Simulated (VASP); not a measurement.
Runs of VASP 6.6.1 on B5P. The structure is that of space group P6/mmm (No. 191), or close to it. The cells are those of the table. 

```csv
cell,k mesh,gap on the mesh (eV),pressure (GPa),largest force (eV/Å)
"a = 3.649, b = 3.649, c = 3.867 Å, angles 90.0, 90.0, 120.0°, 6 atoms",5 × 5 × 4,none,0.0,0.01
"a = 3.513, b = 3.513, c = 4.634 Å, angles 90.0, 90.0, 120.0°, 6 atoms",5 × 5 × 4,none,-0.1,-
"a = 3.321, b = 3.321, c = 6.053 Å, angles 90.0, 90.0, 120.0°, 6 atoms",5 × 5 × 3,none,0.0,0.02
"a = 2.893, b = 2.893, c = 6.947 Å, angles 90.0, 90.0, 120.0°, 6 atoms",6 × 6 × 3,none,(a),0.01
"a = 4.335, b = 4.335, c = 2.840 Å, angles 90.0, 90.0, 120.0°, 6 atoms",4 × 4 × 4,none,-0.3,-
```

Alike in all rows: task single point; level PBE; potentials or basis VASP PAW PBE potentials, release 64 (B, P); no spin polarisation; cutoff (eV) 500; smearing gaussian 0.2 eV.

Question: Fill in the values left out.

Answer: (a) 0.2.

Caveats: all runs use coarse meshes.

A gap of «none» marks levels without a gap at the run's occupations.
